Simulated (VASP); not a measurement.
Wanted: the native input for a VASP 6.6.1 run.

```yaml
Task: relaxation of cell and atoms
Functional: PBEsol
Dispersion: D3(BJ)
Potentials_or_basis: VASP PAW PBE potentials, release 64 (Sn_d, O)
Cutoff: 600 eV
k_mesh: 12 × 12 × 10
Occupations: gaussian, width 0.1 eV
Spin: no spin polarisation
Dipole_correction: no
Further_INCAR_settings: ALGO = Normal; EDIFF = 1e-07; IBRION = 2; EDIFFG = -0.005; NSW = 100; ISIF = 3
```

The structure of SnO lies in POSCAR:

```
SnO
1.0
    3.8020000000      0.0000000000      0.0000000000
    0.0000000000      3.8020000000      0.0000000000
    0.0000000000      0.0000000000      4.8360000000
Sn O
2 2
Direct
    0.0000000000      0.5000000000      0.2385000000
    0.5000000000      0.0000000000      0.7615000000
    0.0000000000      0.0000000000      0.0000000000
    0.5000000000      0.5000000000      0.0000000000
```

These files were run (other wordings do the same):

INCAR

```
ALGO     = Normal         # electronic algorithm
EDIFF    = 1E-7           # SCF threshold, eV
EDIFFG   = -0.005         # ionic threshold
ENCUT    = 600            # plane-wave cutoff, eV
GGA      = PS             # functional
GGA_COMPAT= False        
IBRION   = 2              # ionic algorithm
ISIF     = 3              # what is computed and relaxed
ISMEAR   = 0              # smearing method
IVDW     = 12             # dispersion correction
LASPH    = True           # aspherical terms in the spheres
LCHARG   = False          # write CHGCAR
LREAL    = False          # projectors in reciprocal space
LWAVE    = False          # write WAVECAR
NELM     = 120            # most SCF steps
NELMIN   = 4            
NSW      = 100            # ionic steps
PREC     = Accurate       # precision mode
SIGMA    = 0.1            # smearing width, eV
```

KPOINTS

```
k-points
0
Gamma
  12 12 10
```

Potentials or basis: VASP PAW PBE potentials, release 64 (Sn_d, O).

Command:

```bash
$ cat potpaw_PBE.64/Sn_d/POTCAR potpaw_PBE.64/O/POTCAR > POTCAR
$ mpirun -np 1 vasp_std > vasp.out
```

Results of the run:

```json
{"Relaxed volume": "16.16 Å³/atom", "Relaxed cell": "a = 3.770 Å, b = 3.770 Å, c = 4.547 Å, α = 90.00°, β = 90.00°, γ = 90.00°", "Space group after relaxing (to 0.1 Å)": "P4/nmm (No. 129)", "Energy gained by relaxing": "12.7 meV/atom", "Ionic steps": "12", "Pressure after relaxing": "0.0 GPa", "Band gap on the k mesh": "zero (bands 20 and 21 overlap by 0.52 eV)", "Dispersion energy per atom": "-0.234 eV"}
```

Caveat: semilocal functionals underestimate gaps, and a narrow one can read as zero; the PAW data sets were made with another functional, which shifts forces and pressure a little; spin-orbit coupling is left out, which moves the levels of the heavy elements.

Run time: 42 min on 1 thread of Oxide Virtual Turin-like Processor (shared host), peak memory 0.39 GiB.
